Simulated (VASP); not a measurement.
# Sc4SiS2 (P3m1) in VASP: relaxation of cell and atoms with PBE

Aim: the relaxation of cell and atoms of Sc4SiS2 with PBE.

All numbers are computed with VASP 6.6.1; they aren't measurements. Logs are shortened: lines on timing, memory, paths and dates and some standing lists are left out, and cuts for length are marked.

### Step 1. The cell of the first run

The structure is trigonal, space group P3m1 (No. 156). Conventional cell: a = 3.367 Å, b = 3.367 Å, c = 13.234 Å, α = 90.00°, β = 90.00°, γ = 120.00°. Within 3.4 Å of Sc (site symmetry 3m) lie 3 S at 2.48 Å and 7 Sc at 3.13 to 3.37 Å. Within 3.4 Å of Sc (site symmetry 3m) lie 3 S at 2.49 Å and 7 Sc at 3.17 to 3.37 Å. Sc (site symmetry 3m) has 3 Si at 2.32 Å and 3 S at 2.52 Å and 1 Sc at 3.17 Å within 3.2 Å. Within 2.9 Å of Sc (site symmetry 3m) lie 1 Si at 2.22 Å and 3 S at 2.51 Å. Si (site symmetry 3m) has 4 Sc at 2.22 to 2.32 Å and 1 S at 2.87 Å within 2.9 Å. Within 3.4 Å of S (site symmetry 3m) lie 6 Sc at 2.49 to 2.52 Å and 1 Si at 2.87 Å and 6 S at 3.37 Å. Within 3.4 Å of S (site symmetry 3m) lie 6 Sc at 2.48 to 2.51 Å and 6 S at 3.37 Å.

The cell was built from a structure type or drawn by symmetry, and may not be a known phase.

### Step 2. Relaxation of cell and atoms, PBE

File INCAR:

```
SYSTEM = Sc4SiS2
ALGO = Normal ; EDIFF = 1E-7
EDIFFG = -0.08 ; ENCUT = 600
GGA = PE ; IBRION = 2
ISIF = 3 ; ISMEAR = 0
LASPH = .TRUE. ; LCHARG = .FALSE.
LREAL = .FALSE. ; LWAVE = .FALSE.
NELM = 100 ; NSW = 36
PREC = Accurate ; SIGMA = 0.2
```

File KPOINTS:

```
k-points
0
G
  6 6 2
  0 0 0
```

File POSCAR:

```
Sc4SiS2
1.0
    3.3673363400      0.0000000000      0.0000000000
   -1.6836681700      2.9161988200      0.0000000000
    0.0000000000      0.0000000000     13.2340970000
Sc Si S
4 1 2
Direct
    0.0000000000      0.0000000000      0.6321250200
    0.6666666700      0.3333333300      0.3716779900
    0.6666666700      0.3333333300      0.1323180000
    0.0000000000      0.0000000000      0.8686350000
    0.0000000000      0.0000000000      0.0365840000
    0.0000000000      0.0000000000      0.2537210000
    0.6666666700      0.3333333300      0.7489399900
```

Potentials or basis: VASP PAW PBE potentials, release 64 (Sc_sv, Si, S).

Command:

```sh
cat potpaw_PBE.64/Sc_sv/POTCAR potpaw_PBE.64/Si/POTCAR potpaw_PBE.64/S/POTCAR > POTCAR
mpirun -np 1 vasp_std > vasp.out
```

OUTCAR:

```text
SYSTEM = Sc4SiS2
   EDIFF = 1E-7
   EDIFFG = -0.08
   ENCUT = 600
   GGA = PE
   IBRION = 2
   ISIF = 3
   ISMEAR = 0
   LASPH = .TRUE.
   LREAL = .FALSE.
   NELM = 100
   NSW = 36
   PREC = Accurate

 ion  position               nearest neighbor table
   1  0.000  0.000  0.632-   7 2.48   7 2.48   7 2.48   4 3.13
   2  0.667  0.333  0.372-   6 2.49   6 2.49   6 2.49   3 3.17
   3  0.667  0.333  0.132-   5 2.32   5 2.32   5 2.32   6 2.52   6 2.52   6 2.52   2 3.17
   4  0.000  0.000  0.869-   5 2.22   7 2.51   7 2.51   7 2.51   1 3.13
   5  0.000  0.000  0.037-   4 2.22   3 2.32   3 2.32   3 2.32   6 2.87
   6  0.000  0.000  0.254-   2 2.49   2 2.49   2 2.49   3 2.52   3 2.52   3 2.52   5 2.87
   7  0.667  0.333  0.749-   1 2.48   1 2.48   1 2.48   4 2.51   4 2.51   4 2.51

  LATTYP: Found a hexagonal cell.
 ALAT       =     3.3673363400
 C/A-ratio  =     3.9301381459

  Lattice vectors:

 A1 = (   3.3673363400,   0.0000000000,   0.0000000000)
 A2 = (  -1.6836681700,   2.9161988200,   0.0000000000)
 A3 = (   0.0000000000,   0.0000000000,  13.2340970000)

Analysis of symmetry for initial positions (statically):
=====================================================================
 Subroutine PRICEL returns:
 Original cell was already a primitive cell.

 Routine SETGRP: Setting up the symmetry group for a
 hexagonal supercell.

 Subroutine GETGRP returns: Found  6 space group operations
 (whereof  6 operations were pure point group operations)
 out of a pool of 24 trial point group operations.

The static configuration has the point symmetry C_3v.

Analysis of symmetry for dynamics (positions and initial velocities):
=====================================================================
 Subroutine PRICEL returns:
 Original cell was already a primitive cell.

 Routine SETGRP: Setting up the symmetry group for a
 hexagonal supercell.

 Subroutine GETGRP returns: Found  6 space group operations
 (whereof  6 operations were pure point group operations)
 out of a pool of 24 trial point group operations.

The dynamic configuration has the point symmetry C_3v.

 Subroutine INISYM returns: Found  6 space group operations
 (whereof  6 operations are pure point group operations),
 and found     1 'primitive' translations

----------------------------------------------------------------------------------------

                                     Primitive cell

  volume of cell :     129.9565

  direct lattice vectors                    reciprocal lattice vectors
     3.367336340  0.000000000  0.000000000     0.296970632  0.171456074  0.000000000
    -1.683668170  2.916198820  0.000000000     0.000000000  0.342912148  0.000000000
     0.000000000  0.000000000 13.234097000     0.000000000  0.000000000  0.075562390

  length of vectors
     3.367336340  3.367336346 13.234097000     0.342912148  0.342912148  0.075562390

  position of ions in fractional coordinates (direct lattice)
     0.000000000  0.000000000  0.632125020
     0.666666670  0.333333330  0.371677990
     0.666666670  0.333333330  0.132318000
     0.000000000  0.000000000  0.868635000
     0.000000000  0.000000000  0.036584000
     0.000000000  0.000000000  0.253721000
     0.666666670  0.333333330  0.748939990

  ion indices of the primitive-cell ions
   primitive index   ion index
                 1           1
                 2           2
                 3           3
                 4           4
                 5           5
                 6           6
                 7           7

----------------------------------------------------------------------------------------

 KPOINTS: k-points

Automatic generation of k-mesh.
 Grid dimensions read from file:
 generate k-points for:    6    6    2

 Generating k-lattice:

  Cartesian coordinates                     Fractional coordinates (reciprocal lattice)
     0.049495105  0.028576012  0.000000000     0.166666667  0.000000000  0.000000000
     0.000000000  0.057152025  0.000000000     0.000000000  0.166666667  0.000000000
     0.000000000  0.000000000  0.037781195     0.000000000  0.000000000  0.500000000

  Length of vectors
     0.057152025  0.057152025  0.037781195

  Shift w.r.t. Gamma in fractional coordinates (k-lattice)
     0.000000000  0.000000000  0.000000000

 Subroutine IBZKPT returns following result:
 ===========================================

 Found     14 irreducible k-points:

 Following reciprocal coordinates:
            Coordinates               Weight
  0.000000  0.000000  0.000000      1.000000
  0.166667  0.000000  0.000000      6.000000
  0.333333  0.000000  0.000000      6.000000
  0.500000  0.000000  0.000000      3.000000
  0.166667  0.166667  0.000000      6.000000
  0.333333  0.166667  0.000000     12.000000
  0.333333  0.333333  0.000000      2.000000
  0.000000  0.000000  0.500000      1.000000
  0.166667  0.000000  0.500000      6.000000
  0.333333  0.000000  0.500000      6.000000
  0.500000  0.000000  0.500000      3.000000
  0.166667  0.166667  0.500000      6.000000
  0.333333  0.166667  0.500000     12.000000
  0.333333  0.333333  0.500000      2.000000
   k-points           NKPTS =     14   k-points in BZ     NKDIM =     14   number of bands    NBANDS=     36
   number of dos      NEDOS =    301   number of ions     NIONS =      7
   total plane-waves  NPLWV =  84672
   dimension x,y,z NGX =    28 NGY =   28 NGZ =  108
   dimension x,y,z NGXF=    56 NGYF=   56 NGZF=  216
   ions per type =               4   1   2
   NGX,Y,Z   is equivalent  to a cutoff of  13.82, 13.82, 13.57 a.u.
   NGXF,Y,Z  is equivalent  to a cutoff of  27.65, 27.65, 27.13 a.u.
 SYSTEM =  Sc4SiS2
   PREC   = accura    normal or accurate (medium, high low for compatibility)
   ISTART =      0    job   : 0-new  1-cont  2-samecut
   ICHARG =      2    charge: 1-file 2-atom 10-const
   ISPIN  =      1    spin polarized calculation?
   LNONCOLLINEAR =      F non collinear calculations
   LSORBIT =      F    spin-orbit coupling
   LASPH  =      T    aspherical Exc in radial PAW
   ENCUT  =  600.0 eV  44.10 Ry    6.64 a.u.   6.73  6.73 26.43*2*pi/ulx,y,z
   NELM   =    100;   NELMIN=  2; NELMDL= -5     # of ELM steps
   EDIFF  = 0.1E-06   stopping-criterion for ELM
   LREAL  =      F    real-space projection
   EDIFFG = -.8E-01   stopping-criterion for IOM
   NSW    =     36    number of steps for IOM
   IBRION =      2    ionic relax: 0-MD 1-quasi-New 2-CG
   NFREE  =      1    steps in history (QN), initial steepest desc. (CG)
   ISIF   =      3    stress and relaxation
   ISYM   =      2    0-nonsym 1-usesym 2-fastsym
   POTIM  = 0.5000    time-step for ionic-motion
   TEBEG  =    0.0;   TEEND  =   0.0 temperature during run
   PSTRESS=    0.0 pullay stress
   NELECT =      60.0000    total number of electrons
   NUPDOWN=      -1.0000    fix difference up-down
   EMIN   =  10.00;   EMAX   =-10.00  energy-range for DOS
   EFERMI =   0.00;   METHOD = LEGACY
   ISMEAR =     0;   SIGMA  =   0.20  broadening in eV -4-tet -1-fermi 0-gaus
   EFERMI_NEDOS =   21; number of points for ismear=-14 and -15
   IALGO  =     38    algorithm
   IMIX   =      4    mixing-type and parameters
     AMIX     =   0.40;   BMIX     =  1.00
     AMIX_MAG =   1.60;   BMIX_MAG =  1.00
  volume/ion in A,a.u.               =      18.57       125.28
  Fermi-wavevector in a.u.,A,eV,Ry     =   1.265297  2.391065 21.782620  1.600977
  Thomas-Fermi vector in A             =   2.398558
   LORBIT       =      0    0 simple, 1 ext, 2 COOP (PROOUT), +10 PAW based schemes
   GGA     = PE    functional components
   LHFCALC =     F    Hartree Fock is set to
   AEXX    =    0.0000 exact exchange contribution
   IVDW    =     0    specifies the selected vdW correction
   LEPSILON=     F    determine dielectric tensor
   LRPA    =     F    only Hartree local field effects (RPA)
 conjugate gradient relaxation of ions
 non-spin polarized calculation
 Gauss-broadening in eV      SIGMA  =   0.20
  energy-cutoff  :      600.00
  volume of cell :      129.96
 maximum number of plane-waves:      4384
 NGX is ok and might be reduce to    28
   NGX = 13   NGY = 13   NGZ = 53

--------------------------------------- Ionic step        1  -------------------------------------------

 number of electron      60.0000003 magnetization

 Free energy of the ion-electron system (eV)
  ---------------------------------------------------
  ext. energy  EPLUGINS =         0.00000000
  ---------------------------------------------------
  free energy    TOTEN  =       -41.27197439 eV

  energy without entropy =      -41.08964119  energy(sigma->0) =      -41.18080779

------------------------ aborting loop because EDIFF is reached ----------------------------------------

  FORCE on cell =-STRESS in cart. coord.  units (eV):
  Direction    XX          YY          ZZ          XY          YZ          ZX
  --------------------------------------------------------------------------------------
  -------------------------------------------------------------------------------------
  Total       14.5057630     14.5057631     21.6200418     -0.0000000      0.0000000      0.0000000
  in kB      178.8352889    178.8352897    266.5441597     -0.0000000      0.0000000      0.0000000
  external PRESSURE =     208.0715794 kB  Pullay stress =       0.0000000 kB
[... 28 lines left out ...]
--------------------------------------- Ionic step        2  -------------------------------------------

 number of electron      60.0000001 magnetization

 E-fermi :   3.7862     XC(G=0):  -9.1657

 val. band max:        3.7685783005   @ k =   0.0000   0.0000   0.0000
 cond. band min:       3.7868853552   @ k =   0.1667   0.1667   0.0000
 fundamental gap:      0.0183070548
 Fermi energy:         3.7862439146

 k-point     1 :       0.0000    0.0000    0.0000
  band No.  band energies     occupation
      1     -46.8326      2.00000
      2     -46.7949      2.00000
      3     -46.3208      2.00000
      4     -46.0954      2.00000
      5     -25.4493      2.00000
      6     -25.3918      2.00000
[... 610 lines left out ...]
  FREE ENERGIE OF THE ION-ELECTRON SYSTEM (eV)
  ---------------------------------------------------
  free  energy   TOTEN  =       -43.5913396817 eV

  energy  without entropy=      -43.3911665891  energy(sigma->0) =      -43.49125314

 E-fermi :   5.0336     XC(G=0):  -9.9272

 val. band max:        5.0139178170   @ k =   0.5000   0.0000   0.0000
 cond. band min:       5.0339560714   @ k =   0.3333   0.1667   0.0000
 fundamental gap:      0.0200382544
 Fermi energy:         5.0336114750

 k-point     1 :       0.0000    0.0000    0.0000
  band No.  band energies     occupation
      1     -44.9355      2.00000
      2     -44.8925      2.00000
      3     -44.4942      2.00000
      4     -44.4094      2.00000
      5     -23.5808      2.00000
      6     -23.5415      2.00000
[... 535 lines left out ...]
     35       6.0444      0.00000
     36       6.1144      0.00000

[... ionic steps 4 to 18 ...]

--------------------------------------- Ionic step       19  -------------------------------------------

 number of electron      60.0000000 magnetization

------------------------ aborting loop because EDIFF is reached ----------------------------------------
[... 77 lines left out ...]
--------------------------------------- Ionic step       21  -------------------------------------------

 number of electron      60.0000000 magnetization

 Free energy of the ion-electron system (eV)
  ---------------------------------------------------
  ext. energy  EPLUGINS =         0.00000000
  ---------------------------------------------------
  free energy    TOTEN  =       -45.12473032 eV

  energy without entropy =      -44.95214736  energy(sigma->0) =      -45.03843884

 E-fermi :   5.3319     XC(G=0): -10.1521

 val. band max:        5.3294474587   @ k =   0.3333   0.3333   0.5000
 cond. band min:       5.3319547644   @ k =   0.5000   0.0000   0.0000
 fundamental gap:      0.0025073057
 Fermi energy:         5.3319317413

 k-point     1 :       0.0000    0.0000    0.0000
  band No.  band energies     occupation
      1     -44.3275      2.00000
      2     -44.3159      2.00000
      3     -44.3119      2.00000
      4     -44.2775      2.00000
      5     -23.0498      2.00000
      6     -22.9623      2.00000
[... 569 lines left out ...]
  FREE ENERGIE OF THE ION-ELECTRON SYSTEM (eV)
  ---------------------------------------------------
  free  energy   TOTEN  =       -45.1247303191 eV

  energy  without entropy=      -44.9521473626  energy(sigma->0) =      -45.03843884

 reached required accuracy - stopping structural energy minimisation
```

It took 17 min on 1 thread of Intel Xeon 6975P-C (Granite Rapids), shared host; peak memory 0.33 GiB.

Results:

```
Free energy                           : -45.1247 eV
Relaxed volume                        : 20.66 Å³/atom
Relaxed cell                          : a = 3.440 Å, b = 3.440 Å, c = 14.115 Å, α = 90.00°, β = 90.00°, γ = 120.00°
Space group after relaxing (to 0.1 Å) : P3m1 (No. 156)
Energy gained by relaxing             : 550.4 meV/atom
Ionic steps                           : 21
Pressure after relaxing               : 0.0 GPa
Largest force after relaxing          : 0.040 eV/Å
Band gap on the k mesh                : zero (bands 30 and 31 overlap by 1.26 eV)
```

Forces on the atoms (eV/Å):
```
Sc   0.000  0.000  0.038
Sc   0.000  0.000 -0.040
Sc   0.000  0.000 -0.025
Sc   0.000  0.000  0.033
Si   0.000  0.000 -0.005
S    0.000  0.000 -0.011
S    0.000  0.000  0.009
```

Stress tensor (GPa, compression positive):
```
0.02 0.00 0.00
0.00 0.02 0.00
0.00 0.00 0.12
```

The path:
```
step  energy change (eV)  largest force (eV/Å)  pressure (GPa)  volume (Å³)
   1              0.0000                2.9729           20.81       129.96
   2             -1.9202                1.1486           -7.36       180.67
   3             -2.3194                1.6600           -2.10       163.09
   4             -2.3195                1.6828           -1.82       162.38
   5             -2.7174                1.2007           -1.81       159.94
   6             -3.0766                0.9317           -1.24       156.02
   7             -3.1087                1.1549           -0.59       154.11
   8             -3.1108                1.1055           -0.75       154.51
   9             -3.2403                0.7778            0.18       150.77
  10             -3.3232                1.0858            2.40       144.47
  11             -3.3915                1.0843            1.70       144.95
  12             -3.5321                1.0690           -0.05       146.39
  13             -3.5281                1.4206           -2.17       149.25
  14             -3.5797                1.0743           -1.24       147.70
  15             -3.7318                0.9025           -0.61       145.97
  16             -3.7876                0.7624            0.39       144.08
  17             -3.8343                0.3755           -0.15       144.86
  18             -3.8475                0.2116           -0.51       145.53
  19             -3.8515                0.0818            0.29       144.18
  20             -3.8516                0.0900            0.18       144.36
  21             -3.8528                0.0396            0.05       144.62
```

Final structure:
```
Sc Si S
1.0
     3.43964    0.00000    0.00000
    -1.71982    2.97882    0.00000
     0.00000    0.00000   14.11476
Sc Si S
4 1 2
Direct
  0.00000 0.00000 0.59573
  0.66667 0.33333 0.41261
  0.66667 0.33333 0.17036
  0.00000 0.00000 0.83384
  0.00000 0.00000 0.02328
  0.00000 0.00000 0.29027
  0.66667 0.33333 0.71790
```

Caveat: the relaxation stopped at a loose force limit of 0.08 eV/Å, so its end isn't a converged minimum.
